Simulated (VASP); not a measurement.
Wanted: the native input for a VASP 6.6.1 run.

```
Task                   : single point
Functional             : PBE
Potentials or basis    : VASP PAW PBE potentials, release 64 (Mg)
Cutoff                 : 520 eV
k mesh                 : 10 × 10 × 3
Occupations            : gaussian, width 0.026 eV
Spin                   : no spin polarisation
Dipole correction      : no
Further INCAR settings : ALGO = Fast; EDIFF = 1e-07; NBANDS = 12
```

The structure of Mg lies in POSCAR:

```
Mg
1.0
    3.1768261656      0.0000000000      0.0000000000
   -1.5884130828      2.7512121628      0.0000000000
    0.0000000000      0.0000000000     10.3188620100
Mg
4
Direct
    0.6666666667      0.3333333333      0.7500000000
    0.0000000000      0.0000000000      0.5000000000
    0.3333333333      0.6666666667      0.2500000000
    0.0000000000      0.0000000000      0.0000000000
```

The input as run:

INCAR

```
PREC     = Accurate       # precision mode
ENCUT    = 520            # plane-wave cutoff, eV
EDIFF    = 1E-7           # SCF threshold, eV
ISMEAR   = 0              # smearing method
SIGMA    = 0.026000000000000002 # smearing width, eV
LREAL    = False          # projectors in reciprocal space
LASPH    = True           # aspherical terms in the spheres
NELM     = 100            # most SCF steps
ALGO     = Fast           # electronic algorithm
ISIF     = 2              # what is computed and relaxed
LWAVE    = False          # write WAVECAR
LCHARG   = False          # write CHGCAR
GGA      = PE             # functional
NBANDS   = 12             # bands
```

KPOINTS

```
regular mesh
0
Gamma
  10 10 3
```

Potentials or basis: VASP PAW PBE potentials, release 64 (Mg).

The run is started by

```sh
$ cat potpaw_PBE.64/Mg/POTCAR > POTCAR
$ mpirun -np 1 vasp_std > vasp.out
```

Results of the run:

| Item | Value |
| --- | --- |
| Pressure | 0.8 GPa |
| Band gap on the k mesh | zero (band 4 reaches 3.37 eV, above the bottom of band 5 at 1.48 eV) |

Run time: 18 s on 1 thread of Intel(R) Xeon(R) Platinum 8488C (Sapphire Rapids), with other jobs on the host, peak memory 0.2 GiB.
